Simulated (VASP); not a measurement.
# KF (Fm-3m) in VASP: settings compared, part 2 of 2

VASP 6.6.1.

## Step 4: Single point, LDA (20.22 Å³/atom)

This run uses another cell than the first one, of 20.22 Å³/atom.

File INCAR:

```
PREC = Accurate
ENCUT = 520
EDIFF = 1E-7
ISMEAR = -1
SIGMA = 0.05
LREAL = False
LASPH = True
NELM = 60
ALGO = Normal
ISIF = 2
LWAVE = False
LCHARG = True
LELF = True
LVHAR = True
NBANDS = 15
```

File KPOINTS:

```
regular mesh
0
Gamma
  9 9 9
```

File POSCAR:

```
KF
1.0
    0.0000000000      2.7242525196      2.7242525196
    2.7242525196      0.0000000000      2.7242525196
    2.7242525196      2.7242525196      0.0000000000
K F
1 1
Direct
    0.0000000000      0.0000000000      0.0000000000
    0.5000000000      0.5000000000      0.5000000000
```

Potentials or basis: VASP PAW LDA potentials, release 64 (K_sv, F).

On the command line:

```
cat potpaw_LDA.64/K_sv/POTCAR potpaw_LDA.64/F/POTCAR > POTCAR
mpirun -np 1 vasp_std > vasp.out
```

OUTCAR:

```text
PREC = Accurate
   ENCUT = 520
   EDIFF = 1E-7
   ISMEAR = -1
   LREAL = False
   LASPH = True
   NELM = 60
   ISIF = 2

 ion  position               nearest neighbor table
   1  0.000  0.000  0.000-   2 2.72   2 2.72   2 2.72   2 2.72   2 2.72   2 2.72
   2  0.500  0.500  0.500-   1 2.72   1 2.72   1 2.72   1 2.72   1 2.72   1 2.72

  LATTYP: Found a face centered cubic cell.
 ALAT       =     5.4485050392

  Lattice vectors:

 A1 = (   0.0000000000,   2.7242525196,   2.7242525196)
 A2 = (   2.7242525196,   0.0000000000,   2.7242525196)
 A3 = (   2.7242525196,   2.7242525196,   0.0000000000)

Analysis of symmetry for initial positions (statically):
=====================================================================
 Subroutine PRICEL returns:
 Original cell was already a primitive cell.

 Routine SETGRP: Setting up the symmetry group for a
 face centered cubic supercell.

 Subroutine GETGRP returns: Found 48 space group operations
 (whereof 48 operations were pure point group operations)
 out of a pool of 48 trial point group operations.

The static configuration has the point symmetry O_h .

Analysis of symmetry for dynamics (positions and initial velocities):
=====================================================================
 Subroutine PRICEL returns:
 Original cell was already a primitive cell.

 Routine SETGRP: Setting up the symmetry group for a
 face centered cubic supercell.

 Subroutine GETGRP returns: Found 48 space group operations
 (whereof 48 operations were pure point group operations)
 out of a pool of 48 trial point group operations.

The dynamic configuration has the point symmetry O_h .

 Subroutine INISYM returns: Found 48 space group operations
 (whereof 48 operations are pure point group operations),
 and found     1 'primitive' translations

----------------------------------------------------------------------------------------

                                     Primitive cell

  volume of cell :      40.4364

  direct lattice vectors                    reciprocal lattice vectors
[... 119 lines left out ...]
  energy-cutoff  :      520.00
  volume of cell :       40.44
 maximum number of plane-waves:      1113
 NGX is ok and might be reduce to    30
   NGX = 15   NGY = 15   NGZ = 15

 number of electron      15.9999993 magnetization

 Free energy of the ion-electron system (eV)
  ---------------------------------------------------
  ext. energy  EPLUGINS =         0.00000000
  ---------------------------------------------------
  free energy    TOTEN  =        -8.97842629 eV

  energy without entropy =       -8.97842629  energy(sigma->0) =       -8.97842629

 E-fermi :  -2.2325     XC(G=0):  -8.8527

 val. band max:       -3.3781216517   @ k =   0.0000   0.0000   0.0000
 cond. band min:       2.1315440770   @ k =   0.0000   0.0000   0.0000
 fundamental gap:      5.5096657287
 Fermi energy:        -2.2325363021

 k-point     1 :       0.0000    0.0000    0.0000
  band No.  band energies     occupation
      1     -29.1727      2.00000
      2     -21.5644      2.00000
      3     -12.6855      2.00000
      4     -12.6855      2.00000
      5     -12.6855      2.00000
      6      -3.3781      2.00000
      7      -3.3781      2.00000
      8      -3.3781      2.00000
      9       2.1315      0.00000
     10       6.9773      0.00000
     11       6.9773      0.00000
     12       6.9773      0.00000
     13       8.6299      0.00000
     14       8.6299      0.00000
[... 401 lines left out ...]
      2     -21.5734      2.00000
      3     -13.1639      2.00000
      4     -12.8702      2.00000
      5     -12.8702      2.00000
      6      -3.6501      2.00000
      7      -3.4454      2.00000
      8      -3.4454      2.00000
      9       4.5275      0.00000
     10       6.1283      0.00000
     11       7.7586      0.00000
     12       9.8467      0.00000
     13      10.3285      0.00000
     14      10.3285      0.00000
     15      11.9000      0.00000

 [... further k-points ...]

------------------------ aborting loop because EDIFF is reached ----------------------------------------

  FORCE on cell =-STRESS in cart. coord.  units (eV):
  Direction    XX          YY          ZZ          XY          YZ          ZX
  --------------------------------------------------------------------------------------
  -------------------------------------------------------------------------------------
  Total       -1.1803832     -1.1803832     -1.1803832      0.0000000      0.0000000      0.0000000
  in kB      -46.7693710    -46.7693710    -46.7693710      0.0000000      0.0000000      0.0000000
  external PRESSURE =     -46.7693710 kB  Pullay stress =       0.0000000 kB

 VOLUME and BASIS-vectors are now :
 -----------------------------------------------------------------------------
  energy-cutoff  :      520.00
  volume of cell :       40.44
      direct lattice vectors                 reciprocal lattice vectors
     0.000000000  2.724252520  2.724252520    -0.183536583  0.183536583  0.183536583
     2.724252520  0.000000000  2.724252520     0.183536583 -0.183536583  0.183536583
     2.724252520  2.724252520  0.000000000     0.183536583  0.183536583 -0.183536583

 POSITION                                       TOTAL-FORCE (eV/Angst)
 -----------------------------------------------------------------------------------
      0.00000      0.00000      0.00000        -0.000000      0.000000     -0.000000
      2.72425      2.72425      2.72425         0.000000      0.000000      0.000000
 -----------------------------------------------------------------------------------
    total drift:                                0.000000      0.000000      0.000000

  FREE ENERGIE OF THE ION-ELECTRON SYSTEM (eV)
  ---------------------------------------------------
  free  energy   TOTEN  =        -8.9784262852 eV

  energy  without entropy=       -8.9784262852  energy(sigma->0) =       -8.97842629
```

OSZICAR:

```text
N       E                     dE             d eps       ncg     rms          rms(c)
DAV:   1     0.112164908694E+03    0.11216E+03   -0.80654E+03  1050   0.102E+03
DAV:   2    -0.537982118046E+01   -0.11754E+03   -0.10373E+03  1311   0.288E+02
DAV:   3    -0.100618664198E+02   -0.46820E+01   -0.46535E+01  1407   0.519E+01
DAV:   4    -0.102044727813E+02   -0.14261E+00   -0.14259E+00  1462   0.841E+00
DAV:   5    -0.102052276955E+02   -0.75491E-03   -0.75491E-03  1394   0.668E-01    0.599E+00
DAV:   6    -0.906573261740E+01    0.11395E+01   -0.33127E+00  1141   0.140E+01    0.373E+00
DAV:   7    -0.900808431263E+01    0.57648E-01   -0.85865E-02  1260   0.220E+00    0.220E+00
DAV:   8    -0.897819020782E+01    0.29894E-01   -0.51333E-02  1323   0.217E+00    0.210E-01
DAV:   9    -0.897823124044E+01   -0.41033E-04   -0.27387E-03  1162   0.463E-01    0.963E-02
DAV:  10    -0.897842004660E+01   -0.18881E-03   -0.26124E-04  1258   0.162E-01    0.537E-02
DAV:  11    -0.897842909292E+01   -0.90463E-05   -0.45533E-05  1372   0.725E-02    0.134E-02
DAV:  12    -0.897842619314E+01    0.28998E-05   -0.60409E-06  1355   0.273E-02    0.279E-03
DAV:  13    -0.897842631230E+01   -0.11916E-06   -0.31423E-07  1218   0.498E-03    0.176E-03
DAV:  14    -0.897842628522E+01    0.27082E-07   -0.55265E-08   917   0.257E-03
   1 F= -.89784263E+01 E0= -.89784263E+01  d E =-.404815E-10
```

Wall time 45 s (1 thread of Intel Xeon 8259CL, shared host); peak memory 0.16 GiB.

Results:

```
Free energy            : -8.9784 eV
Pressure               : -4.7 GPa
Band gap on the k mesh : 5.51 eV
```

Levels at points of the mesh, in eV from the valence-band top:
| k point | band 5 | band 6 | band 7 | band 8 | band 9 | band 10 | band 11 | band 12 |
| --- | --- | --- | --- | --- | --- | --- | --- | --- |
| (0.00, 0.00, 0.00) | -9.31 | 0.00 | 0.00 | 0.00 | 5.51 | 10.36 | 10.36 | 10.36 |

Caveat: the cell stands under tension; an odd mesh through Γ misses points on the zone boundary, where band edges can lie.

## Step 5: Single point, HSE06

This run uses another cell than the first one, of 19.46 Å³/atom.

File POSCAR:

```
KF
1.0
    0.0000000000      2.6895448865      2.6895448865
    2.6895448865      0.0000000000      2.6895448865
    2.6895448865      2.6895448865      0.0000000000
K F
1 1
Direct
    0.0000000000      0.0000000000      0.0000000000
    0.5000000000      0.5000000000      0.5000000000
```

File INCAR.step1:

```
PREC     = Accurate       # precision mode
ENCUT    = 520            # plane-wave cutoff, eV
EDIFF    = 1E-5           # SCF threshold, eV
ISMEAR   = -1             # smearing method
SIGMA    = 0.05           # smearing width, eV
LREAL    = False          # projectors in reciprocal space
LASPH    = True           # aspherical terms in the spheres
NELM     = 60             # most SCF steps
ALGO     = Normal         # electronic algorithm
ISIF     = 2              # what is computed and relaxed
LWAVE    = True           # write WAVECAR
NBANDS   = 15             # bands
GGA      = PE             # functional
```

File INCAR.step2:

```
PREC     = Accurate       # precision mode
ENCUT    = 520            # plane-wave cutoff, eV
EDIFF    = 1E-6           # SCF threshold, eV
ISMEAR   = -1             # smearing method
SIGMA    = 0.05           # smearing width, eV
LREAL    = False          # projectors in reciprocal space
LASPH    = True           # aspherical terms in the spheres
NELM     = 60             # most SCF steps
ALGO     = Normal         # electronic algorithm
ISIF     = 2              # what is computed and relaxed
LWAVE    = False          # write WAVECAR
LCHARG   = True           # write CHGCAR
GGA      = PE             # functional
LHFCALC  = True           # exact exchange
HFSCREEN = 0.2079         # screening, 1/A
PRECFOCK = Normal       
LELF     = True           # ELF
LVHAR    = True         
NBANDS   = 15             # bands
ISTART   = 1
```

File KPOINTS:

```
regular mesh
0
Gamma
  6 6 6
```

Potentials or basis: VASP PAW PBE potentials, release 64 (K_sv, F).

On the command line:

```
cat potpaw_PBE.64/K_sv/POTCAR potpaw_PBE.64/F/POTCAR > POTCAR
cp INCAR.step1 INCAR
mpirun -np 1 vasp_std > vasp.out
cp INCAR.step2 INCAR
mpirun -np 1 vasp_std > vasp.out
```

It took 47 min on 1 thread of Intel Xeon 8259CL, shared host; peak memory 0.29 GiB.

The run converged. Its results:

```
Free energy            : -9.9673 eV
Pressure               : -0.1 GPa
Band gap on the k mesh : 8.05 eV
```

Levels at points of the mesh, in eV from the valence-band top:
```csv
k point,band 5,band 6,band 7,band 8,band 9,band 10,band 11,band 12
"(0.00, 0.00, 0.00)",-9.61,0.00,0.00,0.00,8.05,12.95,12.95,12.95
"(0.50, 0.00, 0.00)",-9.64,-0.76,-0.33,-0.33,11.11,12.50,14.44,14.44
"(0.50, 0.50, 0.00)",-9.82,-0.21,-0.06,-0.06,10.29,12.50,13.75,16.13
```

Caveat: the PAW data sets were made with another functional, which shifts forces and pressure a little.

## Step 6: Single point, r2SCAN+D4

This run uses another cell than the first one, of 19.84 Å³/atom.

File POSCAR:

```
KF
1.0
    0.0000000000      2.7070099531      2.7070099531
    2.7070099531      0.0000000000      2.7070099531
    2.7070099531      2.7070099531      0.0000000000
K F
1 1
Direct
    0.0000000000      0.0000000000      0.0000000000
    0.5000000000      0.5000000000      0.5000000000
```

File INCAR.step1:

```
SYSTEM = KF
  PREC = Accurate
  ENCUT = 520
  ISMEAR = -5
  SIGMA = 0.05
  LREAL = .FALSE.
  LASPH = .TRUE.
  NELM = 60
  NBANDS = 15
  GGA = PE
  ALGO = Normal
  EDIFF = 1E-4
  LWAVE = .TRUE.
  LCHARG = .FALSE.
```

File INCAR.step2:

```
SYSTEM = KF
  PREC = Accurate
  ENCUT = 520
  EDIFF = 1E-6
  ISMEAR = -5
  SIGMA = 0.05
  LREAL = .FALSE.
  LASPH = .TRUE.
  NELM = 60
  ALGO = Normal
  ISIF = 2
  LWAVE = .FALSE.
  LCHARG = .FALSE.
  METAGGA = R2SCAN
  LMIXTAU = .TRUE.
  IVDW = 13
  VDW_S6 = 1.0
  VDW_S8 = 0.6018749
  VDW_A1 = 0.51559235
  VDW_A2 = 5.77342911
  NBANDS = 15
  ISTART = 1
```

File KPOINTS:

```
Automatic mesh
0
G
  9 9 9
  0 0 0
```

Potentials or basis: VASP PAW PBE potentials, release 64 (K_sv, F).

On the command line:

```
cat potpaw_PBE.64/K_sv/POTCAR potpaw_PBE.64/F/POTCAR > POTCAR
cp INCAR.step1 INCAR
mpirun -np 1 vasp_std > vasp.out
cp INCAR.step2 INCAR
mpirun -np 1 vasp_std > vasp.out
```

Wall time 1.8 min (1 thread of Intel Xeon 8259CL, shared host); peak memory 0.18 GiB.

It converged, with:

```yaml
Free_energy: -15.0157 eV
Pressure: -1.9 GPa
Band_gap_on_the_k_mesh: 6.62 eV
Dispersion_energy_per_atom: -0.026 eV
```

Levels at points of the mesh, in eV from the valence-band top:
| k point | band 6 | band 7 | band 8 | band 9 | band 10 | band 11 |
| --- | --- | --- | --- | --- | --- | --- |
| (0.00, 0.00, 0.00) | 0.00 | 0.00 | 0.00 | 6.62 | 11.34 | 11.34 |

Caveat: the PAW data sets were made with another functional, which shifts forces and pressure a little; an odd mesh through Γ misses points on the zone boundary, where band edges can lie.

## Step 7: Summary

| level | potentials or basis | cell | k mesh | smearing | grid for exact exchange (PRECFOCK) | share of exact exchange | screening parameter | gap on the mesh (eV) | pressure (GPa) |
| --- | --- | --- | --- | --- | --- | --- | --- | --- | --- |
| LDA | VASP PAW LDA potentials, release 64 (K_sv, F) | a = 3.779 Å, angles 60.0°, 2 atoms | 9 × 9 × 9 | fermi-dirac 0.05 eV | - | - | - | 5.79 | -3.4 |
| LDA | VASP PAW LDA potentials, release 64 (K_sv, F) | a = 3.828 Å, angles 60.0°, 2 atoms | 9 × 9 × 9 | fermi-dirac 0.05 eV | - | - | - | 5.60 | -4.3 |
| LDA | VASP PAW LDA potentials, release 64 (K_sv, F) | a = 3.853 Å, angles 60.0°, 2 atoms | 9 × 9 × 9 | fermi-dirac 0.05 eV | - | - | - | 5.51 | -4.7 |
| HSE06 | VASP PAW PBE potentials, release 64 (K_sv, F) | a = 3.804 Å, angles 60.0°, 2 atoms | 6 × 6 × 6 | fermi-dirac 0.05 eV | Normal | 0.25 | 0.2079 1/Å | 8.05 | -0.1 |
| r2SCAN+D4 | VASP PAW PBE potentials, release 64 (K_sv, F) | a = 3.828 Å, angles 60.0°, 2 atoms | 9 × 9 × 9 | tetrahedron | - | - | - | 6.62 | -1.9 |

Alike in all rows: task single point; no spin polarisation; cutoff (eV) 520.

Caveats: an odd mesh through Γ misses points on the zone boundary, where band edges can lie (at least some runs); the cell stands under tension (at least some runs); the PAW data sets were made with another functional, which shifts forces and pressure a little (at least some runs).

Total energies depend on the potentials used, so only differences within one code and one set of settings carry meaning.
